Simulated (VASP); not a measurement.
# Ge in VASP: notebook

The runs below take Ge through single point, with PBE.

All numbers are computed with VASP 6.6.1; they aren't measurements. Logs are shortened: lines on timing, memory, paths and dates and some standing lists are left out, and cuts for length are marked.

## (1) The cell of the first run

It takes space group Pm-3m (No. 221, cubic). Conventional cell: a = 2.764 Å, b = 2.764 Å, c = 2.764 Å, α = 90.00°, β = 90.00°, γ = 90.00°. Within 3.6 Å of Ge (site symmetry m-3m) lie 6 Ge at 2.76 Å.

## (2) Single point, PBE

The input, INCAR:

```
SYSTEM = Ge
ALGO = Normal
EDIFF = 1E-6
ENCUT = 520
GGA = PE
ISIF = 2
ISMEAR = -1
LASPH = .True.
LCHARG = .False.
LREAL = .False.
LWAVE = .False.
NBANDS = 13
NELM = 60
PREC = Accurate
SIGMA = 0.05
```

The input, KPOINTS:

```
k-points
0
Gamma
  10 10 10
  0 0 0
```

The input, POSCAR:

```
Ge
1.0
    2.7636299668      0.0000000000      0.0000000000
    0.0000000000      2.7636299668      0.0000000000
    0.0000000000      0.0000000000      2.7636299668
Ge
1
Direct
    0.0000000000      0.0000000000      0.0000000000
```

Potentials or basis: VASP PAW PBE potentials, release 64 (Ge_d).

Run with:

```sh
> cat potpaw_PBE.64/Ge_d/POTCAR > POTCAR
> mpirun -np 1 vasp_std > vasp.out
```

OUTCAR:

```text
SYSTEM = Ge
   EDIFF = 1E-6
   ENCUT = 520
   GGA = PE
   ISIF = 2
   ISMEAR = -1
   LASPH = .True.
   LREAL = .False.
   NELM = 60
   PREC = Accurate

 ion  position               nearest neighbor table
   1  0.000  0.000  0.000-

  LATTYP: Found a simple cubic cell.
 ALAT       =     2.7636299668

  Lattice vectors:

 A1 = (   2.7636299668,   0.0000000000,   0.0000000000)
 A2 = (   0.0000000000,   2.7636299668,   0.0000000000)
 A3 = (   0.0000000000,   0.0000000000,   2.7636299668)

Analysis of symmetry for initial positions (statically):
=====================================================================
 Subroutine PRICEL returns:
 Original cell was already a primitive cell.

 Routine SETGRP: Setting up the symmetry group for a
 simple cubic supercell.

 Subroutine GETGRP returns: Found 48 space group operations
 (whereof 48 operations were pure point group operations)
 out of a pool of 48 trial point group operations.

The static configuration has the point symmetry O_h .

Analysis of symmetry for dynamics (positions and initial velocities):
=====================================================================
 Subroutine PRICEL returns:
 Original cell was already a primitive cell.

 Routine SETGRP: Setting up the symmetry group for a
 simple cubic supercell.

 Subroutine GETGRP returns: Found 48 space group operations
 (whereof 48 operations were pure point group operations)
 out of a pool of 48 trial point group operations.

The dynamic configuration has the point symmetry O_h .

 Subroutine INISYM returns: Found 48 space group operations
 (whereof 48 operations are pure point group operations),
 and found     1 'primitive' translations

----------------------------------------------------------------------------------------

                                     Primitive cell

  volume of cell :      21.1076

  direct lattice vectors                    reciprocal lattice vectors
     2.763629967  0.000000000  0.000000000     0.361842943  0.000000000  0.000000000
     0.000000000  2.763629967  0.000000000     0.000000000  0.361842943  0.000000000
     0.000000000  0.000000000  2.763629967     0.000000000  0.000000000  0.361842943

  length of vectors
     2.763629967  2.763629967  2.763629967     0.361842943  0.361842943  0.361842943

  position of ions in fractional coordinates (direct lattice)
     0.000000000  0.000000000  0.000000000

  ion indices of the primitive-cell ions
   primitive index   ion index
                 1           1

----------------------------------------------------------------------------------------

 KPOINTS: k-points

Automatic generation of k-mesh.
 Grid dimensions read from file:
 generate k-points for:   10   10   10

 Generating k-lattice:

  Cartesian coordinates                     Fractional coordinates (reciprocal lattice)
     0.036184294  0.000000000  0.000000000     0.100000000  0.000000000  0.000000000
     0.000000000  0.036184294  0.000000000     0.000000000  0.100000000  0.000000000
     0.000000000  0.000000000  0.036184294     0.000000000  0.000000000  0.100000000

  Length of vectors
     0.036184294  0.036184294  0.036184294

  Shift w.r.t. Gamma in fractional coordinates (k-lattice)
     0.000000000  0.000000000  0.000000000

 Subroutine IBZKPT returns following result:
 ===========================================

 Found     56 irreducible k-points:

 Following reciprocal coordinates:
            Coordinates               Weight
  0.000000  0.000000  0.000000      1.000000
  0.100000  0.000000  0.000000      6.000000
  0.200000  0.000000  0.000000      6.000000
  0.300000  0.000000  0.000000      6.000000
  0.400000  0.000000  0.000000      6.000000
  0.500000  0.000000  0.000000      3.000000
[... 16 lines left out ...]
  0.200000  0.100000  0.100000     24.000000
  0.300000  0.100000  0.100000     24.000000
 [... further k-points ...]
   k-points           NKPTS =     56   k-points in BZ     NKDIM =     56   number of bands    NBANDS=     13
   number of dos      NEDOS =    301   number of ions     NIONS =      1
   total plane-waves  NPLWV =  13824
   dimension x,y,z NGX =    24 NGY =   24 NGZ =   24
   dimension x,y,z NGXF=    48 NGYF=   48 NGZF=   48
   ions per type =               1
   NGX,Y,Z   is equivalent  to a cutoff of  14.44, 14.44, 14.44 a.u.
   NGXF,Y,Z  is equivalent  to a cutoff of  28.87, 28.87, 28.87 a.u.
 SYSTEM =  Ge
   PREC   = accura    normal or accurate (medium, high low for compatibility)
   ISTART =      0    job   : 0-new  1-cont  2-samecut
   ICHARG =      2    charge: 1-file 2-atom 10-const
   ISPIN  =      1    spin polarized calculation?
   LNONCOLLINEAR =      F non collinear calculations
   LSORBIT =      F    spin-orbit coupling
   LASPH  =      T    aspherical Exc in radial PAW
   ENCUT  =  520.0 eV  38.22 Ry    6.18 a.u.   5.14  5.14  5.14*2*pi/ulx,y,z
   NELM   =     60;   NELMIN=  2; NELMDL= -5     # of ELM steps
   EDIFF  = 0.1E-05   stopping-criterion for ELM
   LREAL  =      F    real-space projection
   EDIFFG = 0.1E-04   stopping-criterion for IOM
   NSW    =      0    number of steps for IOM
   IBRION =     -1    ionic relax: 0-MD 1-quasi-New 2-CG
   NFREE  =      0    steps in history (QN), initial steepest desc. (CG)
   ISIF   =      2    stress and relaxation
   ISYM   =      2    0-nonsym 1-usesym 2-fastsym
   POTIM  = 0.5000    time-step for ionic-motion
   TEBEG  =    0.0;   TEEND  =   0.0 temperature during run
   PSTRESS=    0.0 pullay stress
   NELECT =      14.0000    total number of electrons
   NUPDOWN=      -1.0000    fix difference up-down
   EMIN   =  10.00;   EMAX   =-10.00  energy-range for DOS
   EFERMI =   0.00;   METHOD = LEGACY
   ISMEAR =    -1;   SIGMA  =   0.05  broadening in eV -4-tet -1-fermi 0-gaus
   EFERMI_NEDOS =   21; number of points for ismear=-14 and -15
   IALGO  =     38    algorithm
   IMIX   =      4    mixing-type and parameters
     AMIX     =   0.40;   BMIX     =  1.00
     AMIX_MAG =   1.60;   BMIX_MAG =  1.00
  volume/ion in A,a.u.               =      21.11       142.44
  Fermi-wavevector in a.u.,A,eV,Ry     =   1.427702  2.697966 27.733210  2.038333
  Thomas-Fermi vector in A             =   2.547843
   LORBIT       =      0    0 simple, 1 ext, 2 COOP (PROOUT), +10 PAW based schemes
   GGA     = PE    functional components
   LHFCALC =     F    Hartree Fock is set to
   AEXX    =    0.0000 exact exchange contribution
   IVDW    =     0    specifies the selected vdW correction
   LEPSILON=     F    determine dielectric tensor
   LRPA    =     F    only Hartree local field effects (RPA)
 non-spin polarized calculation
  energy-cutoff  :      520.00
  volume of cell :       21.11
 maximum number of plane-waves:       587
 NGX is ok and might be reduce to    24
   NGX = 11   NGY = 11   NGZ = 11

 number of electron      14.0000017 magnetization

 Free energy of the ion-electron system (eV)
  ---------------------------------------------------
  ext. energy  EPLUGINS =         0.00000000
  ---------------------------------------------------
  free energy    TOTEN  =        -4.28711546 eV

  energy without entropy =       -4.28295087  energy(sigma->0) =       -4.28503316

 E-fermi :   5.3507     XC(G=0): -10.6260

 val. band max:        5.2503463735   @ k =   0.5000   0.5000   0.4000
 cond. band min:       5.3515055220   @ k =   0.3000   0.3000   0.2000
 fundamental gap:      0.1011591484
 Fermi energy:         5.3507382810

 k-point     1 :       0.0000    0.0000    0.0000
  band No.  band energies     occupation
      1     -19.3028      2.00000
      2     -19.3028      2.00000
      3     -19.0981      2.00000
      4     -19.0981      2.00000
      5     -19.0981      2.00000
      6      -6.9510      2.00000
      7      11.6068      0.00000
      8      11.6068      0.00000
      9      11.6068      0.00000
     10      15.1400      0.00000
     11      15.1400      0.00000
     12      17.1715      0.00000
     13      32.9902      0.00000

 k-point     2 :       0.1000    0.0000    0.0000
  band No.  band energies     occupation
      1     -19.3018      2.00000
      2     -19.2872      2.00000
      3     -19.1031      2.00000
      4     -19.1031      2.00000
      5     -19.0976      2.00000
      6      -6.7655      2.00000
      7       9.4164      0.00000
      8      11.7817      0.00000
      9      11.7817      0.00000
     10      15.3074      0.00000
     11      16.4014      0.00000
     12      18.5913      0.00000
     13      29.6434      0.00000

 k-point     3 :       0.2000    0.0000    0.0000
  band No.  band energies     occupation
      1     -19.2991      2.00000
      2     -19.2464      2.00000
      3     -19.1164      2.00000
      4     -19.1164      2.00000
      5     -19.0965      2.00000
      6      -6.2137      2.00000
      7       6.3262      0.00000
      8      12.2859      0.00000
      9      12.2859      0.00000
     10      15.8037      0.00000
     11      17.1411      0.00000
     12      22.2976      0.00000
     13      26.5129      0.00000
[... 305 lines left out ...]
 k-point    23 :       0.2000    0.1000    0.1000
  band No.  band energies     occupation
      1     -19.2752      2.00000
      2     -19.2364      2.00000
      3     -19.1221      2.00000
      4     -19.1214      2.00000
      5     -19.1067      2.00000
      6      -5.8433      2.00000
      7       6.6642      0.00000
      8      10.0737      0.00000
      9      10.5963      0.00000
     10      18.7085      0.00000
     11      19.2663      0.00000
     12      22.0709      0.00000
     13      23.6054      0.00000

 k-point    24 :       0.3000    0.1000    0.1000
  band No.  band energies     occupation
      1     -19.2720      2.00000
      2     -19.1855      2.00000
      3     -19.1392      2.00000
      4     -19.1383      2.00000
      5     -19.1053      2.00000
      6      -4.9524      2.00000
      7       3.8634      2.00000
      8      10.8415      0.00000
      9      11.4176      0.00000
     10      19.1104      0.00000
     11      19.4141      0.00000
     12      21.0391      0.00000
     13      22.1891      0.00000

 [... further k-points ...]
[... 5 lines left out ...]
  --------------------------------------------------------------------------------------
  -------------------------------------------------------------------------------------
  Total       -0.5248713     -0.5248713     -0.5248713     -0.0000000      0.0000000      0.0000000
  in kB      -39.8404048    -39.8404048    -39.8404048     -0.0000000      0.0000000      0.0000000
  external PRESSURE =     -39.8404048 kB  Pullay stress =       0.0000000 kB

 VOLUME and BASIS-vectors are now :
 -----------------------------------------------------------------------------
  energy-cutoff  :      520.00
  volume of cell :       21.11
      direct lattice vectors                 reciprocal lattice vectors
     2.763629967  0.000000000  0.000000000     0.361842943  0.000000000  0.000000000
     0.000000000  2.763629967  0.000000000     0.000000000  0.361842943  0.000000000
     0.000000000  0.000000000  2.763629967     0.000000000  0.000000000  0.361842943

 POSITION                                       TOTAL-FORCE (eV/Angst)
 -----------------------------------------------------------------------------------
      0.00000      0.00000      0.00000         0.000000      0.000000      0.000000
 -----------------------------------------------------------------------------------
    total drift:                               -0.000000      0.000000      0.000000

  FREE ENERGIE OF THE ION-ELECTRON SYSTEM (eV)
  ---------------------------------------------------
  free  energy   TOTEN  =        -4.2871154562 eV

  energy  without entropy=       -4.2829508691  energy(sigma->0) =       -4.28503316
```

Run time: 4.1 s. Hardware: 1 thread of Intel Xeon 6975P-C (Granite Rapids), shared host; peak memory 0.14 GiB.

What came out:

```
Free energy            : -4.2871 eV
Pressure               : -4.0 GPa
Band gap on the k mesh : zero (band 7 reaches 11.61 eV, above the bottom of band 8 at 2.99 eV)
```

Levels at points of the mesh, in eV from the Fermi level:
```tsv
k point	band 3	band 4	band 5	band 6	band 7	band 8	band 9	band 10	band 11	band 12
(0.00, 0.00, 0.00)	-24.45	-24.45	-24.45	-12.30	6.26	6.26	6.26	9.79	9.79	11.82
(0.50, 0.00, 0.00)	-24.50	-24.49	-24.44	-8.86	-5.23	8.88	8.88	12.82	14.74	15.85
(0.50, 0.50, 0.00)	-24.50	-24.50	-24.38	-5.24	-2.36	-2.36	3.30	11.41	18.79	18.79
(0.50, 0.50, 0.50)	-24.57	-24.38	-24.38	-1.13	0.30	0.30	0.30	6.84	6.84	6.84
```

## (3) Single point, PBE (the cell strained at random)

The input, INCAR:

```
SYSTEM = Ge
ALGO = Normal
EDIFF = 1E-6
ENCUT = 520
GGA = PE
ISIF = 2
ISMEAR = -1
LASPH = .TRUE.
LCHARG = .FALSE.
LREAL = .FALSE.
LWAVE = .FALSE.
NBANDS = 13
NELM = 60
PREC = Accurate
SIGMA = 0.05
```

The input, KPOINTS:

```
k-points
0
G
  10 10 10
  0 0 0
```

The input, POSCAR:

```
Ge
1.0
    2.6400700000     -0.0332010000     -0.0298520000
   -0.0332010000      2.7560120000     -0.0258190000
   -0.0298520000     -0.0258190000      2.7377650000
Ge
1
Direct
    0.0127240000      0.0051740000      0.0117070000
```

Potentials or basis: VASP PAW PBE potentials, release 64 (Ge_d).

Run with:

```sh
> cat potpaw_PBE.64/Ge_d/POTCAR > POTCAR
> mpirun -np 1 vasp_std > vasp.out
```

OUTCAR:

```text
SYSTEM = Ge
   EDIFF = 1E-6
   ENCUT = 520
   GGA = PE
   ISIF = 2
   ISMEAR = -1
   LASPH = .TRUE.
   LREAL = .FALSE.
   NELM = 60
   PREC = Accurate

 ion  position               nearest neighbor table
   1  0.013  0.005  0.012-

  LATTYP: Found a triclinic cell.
 ALAT       =     2.6404475100
 B/A-ratio  =     1.4631730134
 C/A-ratio  =     1.0369641775
 COS(alpha) =     0.0017799893
 COS(beta)  =     0.0220870085
 COS(gamma) =     0.7009328217

[... 558 lines left out ...]
      3     -18.5867      2.00000
      4     -18.5573      2.00000
      5     -18.5414      2.00000
      6      -4.2746      2.00000
      7       5.1694      2.00000
      8       8.6213      0.00000
      9      14.4725      0.00000
     10      17.3276      0.00000
     11      19.1037      0.00000
     12      24.3177      0.00000
     13      25.5213      0.00000

 [... further k-points ...]
[... 5 lines left out ...]
  --------------------------------------------------------------------------------------
  -------------------------------------------------------------------------------------
  Total        0.6187250     -0.4334787     -0.2728997      0.0569196      0.0211243      0.0472427
  in kB       49.7822319    -34.8774268    -21.9573421      4.5797170      1.6996445      3.8011157
  external PRESSURE =      -2.3508457 kB  Pullay stress =       0.0000000 kB

 VOLUME and BASIS-vectors are now :
 -----------------------------------------------------------------------------
  energy-cutoff  :      520.00
  volume of cell :       19.91
      direct lattice vectors                 reciprocal lattice vectors
     2.640070000 -0.033201000 -0.029852000     0.378882931  0.004603419  0.004174671
    -0.033201000  2.756012000 -0.025819000     0.004603419  0.362931114  0.003472884
    -0.029852000 -0.025819000  2.737765000     0.004174671  0.003472884  0.365339716

 POSITION                                       TOTAL-FORCE (eV/Angst)
 -----------------------------------------------------------------------------------
      0.03307      0.01353      0.03154        -0.000000     -0.000000      0.000000
 -----------------------------------------------------------------------------------
    total drift:                               -0.000108     -0.000186     -0.000019

  FREE ENERGIE OF THE ION-ELECTRON SYSTEM (eV)
  ---------------------------------------------------
  free  energy   TOTEN  =        -4.2892427809 eV

  energy  without entropy=       -4.2867854468  energy(sigma->0) =       -4.28801411
```

OSZICAR:

```text
N       E                     dE             d eps       ncg     rms          rms(c)
DAV:   1     0.638163732160E+02    0.63816E+02   -0.71328E+03 14377   0.293E+03
DAV:   2     0.154859906101E+01   -0.62268E+02   -0.59580E+02 13834   0.427E+02
DAV:   3    -0.420978010233E+01   -0.57584E+01   -0.57331E+01 14924   0.733E+01
DAV:   4    -0.429319580292E+01   -0.83416E-01   -0.83406E-01 15024   0.950E+00
DAV:   5    -0.429405257981E+01   -0.85678E-03   -0.85677E-03 15372   0.107E+00    0.139E+00
DAV:   6    -0.429004720638E+01    0.40054E-02   -0.61392E-03 16369   0.176E+00    0.797E-01
DAV:   7    -0.428924099660E+01    0.80621E-03   -0.49487E-03 15964   0.131E+00    0.771E-02
DAV:   8    -0.428924454216E+01   -0.35456E-05   -0.74004E-04 15854   0.615E-01    0.304E-02
DAV:   9    -0.428924281752E+01    0.17246E-05   -0.28088E-05 16530   0.107E-01    0.751E-03
DAV:  10    -0.428924278093E+01    0.36584E-07   -0.88828E-07 10475   0.106E-02
   1 F= -.42892428E+01 E0= -.42880141E+01  d E =-.245733E-02
```

stdout:

```text
POSCAR found type information on POSCAR Ge
 POSCAR found :  1 types and       1 ions
 scaLAPACK will be used
 LDA part: xc-table for (Slater+PW92), standard interpolation
 POSCAR, INCAR and KPOINTS ok, starting setup
 FFT: planning ... GRIDC
 FFT: planning ... GRID_SOFT
 FFT: planning ... GRID
 WAVECAR not read
 entering main loop
```

Run time: 26 s. Hardware: 1 thread of Intel Xeon 6975P-C (Granite Rapids), shared host; peak memory 0.21 GiB.

Results:

| Property | Result |
| --- | --- |
| Free energy | -4.2892 eV |
| Pressure | -0.2 GPa |
| Band gap on the k mesh | zero (band 7 reaches 11.88 eV, above the bottom of band 8 at 3.41 eV) |

Stress tensor (GPa, compression positive):
```
 4.98  0.46  0.38
 0.46 -3.49  0.17
 0.38  0.17 -2.20
```

Levels at points of the mesh, in eV from the Fermi level:
| k point | band 5 | band 6 | band 7 | band 8 | band 9 | band 10 |
| --- | --- | --- | --- | --- | --- | --- |
| (0.00, 0.00, 0.00) | -24.40 | -12.72 | 5.98 | 6.24 | 7.64 | 9.65 |
| (0.50, 0.00, 0.00) | -24.42 | -8.57 | -5.55 | 9.14 | 9.42 | 13.15 |
| (0.00, 0.50, 0.00) | -24.40 | -9.27 | -5.55 | 8.84 | 10.25 | 13.13 |
| (0.50, 0.50, 0.00) | -24.33 | -4.89 | -2.80 | -2.08 | 3.28 | 11.96 |
| (0.00, 0.00, 0.50) | -24.40 | -9.17 | -5.55 | 8.68 | 10.34 | 13.08 |
| (0.50, 0.00, 0.50) | -24.33 | -4.77 | -2.72 | -2.09 | 3.31 | 11.79 |
| (0.00, 0.50, 0.50) | -24.36 | -5.55 | -2.79 | -2.49 | 3.10 | 12.89 |
| (0.50, 0.50, 0.50) | -24.32 | -0.55 | -0.14 | 0.42 | 0.79 | 6.65 |

Caveat: the cell differs from its parent crystal (the cell strained at random).

## (4) Single point, PBE

This run uses another cell than the first one, of 19.77 Å³/atom, 0.937 times its volume.

The input, INCAR:

```
SYSTEM = Ge
  PREC = Accurate
  ENCUT = 520
  EDIFF = 1E-6
  ISMEAR = -1
  SIGMA = 0.05
  LREAL = .False.
  LASPH = .True.
  NELM = 100
  ALGO = Normal
  ISIF = 2
  LWAVE = .False.
  LCHARG = .False.
  GGA = PE
  NBANDS = 13
```

The input, KPOINTS:

```
regular mesh
0
Gamma
  10 10 10
  0 0 0
```

The input, POSCAR:

```
Ge
1.0
    2.7040397971      0.0000000000      0.0000000000
    0.0000000000      2.7040397971      0.0000000000
    0.0000000000      0.0000000000      2.7040397971
Ge
1
Direct
    0.0000000000      0.0000000000      0.0000000000
```

Run with:

```sh
> cat potpaw_PBE.64/Ge_d/POTCAR > POTCAR
> mpirun -np 1 vasp_std > vasp.out
```

Wall time 5 s (1 thread of Intel Xeon Platinum 8488C (Sapphire Rapids), shared host); peak memory 0.12 GiB.

Results (log left out):

| Item | Value |
| --- | --- |
| Free energy | -4.3037 eV |
| Pressure | -0.1 GPa |
| Band gap on the k mesh | zero (band 7 reaches 12.62 eV, above the bottom of band 8 at 3.45 eV) |

Levels at points of the mesh, in eV from the Fermi level:
```
           k point  band 5  band 6  band 7  band 8  band 9  band 10
(0.00, 0.00, 0.00)  -24.44  -12.79    6.62    6.62    6.62    10.04
(0.50, 0.00, 0.00)  -24.43   -9.05   -5.62    9.50    9.50    13.27
(0.50, 0.50, 0.00)  -24.36   -5.08   -2.55   -2.55    3.17    12.32
(0.50, 0.50, 0.50)  -24.36   -0.49    0.33    0.33    0.33     6.89
```

## (5) Overview

| cell | gap on the mesh (eV) | pressure (GPa) |
| --- | --- | --- |
| a = 2.764 Å, 1 atom | none | -4.0 |
| a = 2.640, b = 2.756, c = 2.738 Å, angles 91.1, 91.3, 91.4°, 1 atom | none | -0.2 |
| a = 2.704 Å, 1 atom | none | -0.1 |

Alike in all rows: task single point; level PBE; potentials or basis VASP PAW PBE potentials, release 64 (Ge_d); no spin polarisation; k mesh 10 × 10 × 10; cutoff (eV) 520; smearing fermi-dirac 0.05 eV.

Total energies depend on the potentials used, so only differences within one code and one set of settings carry meaning.
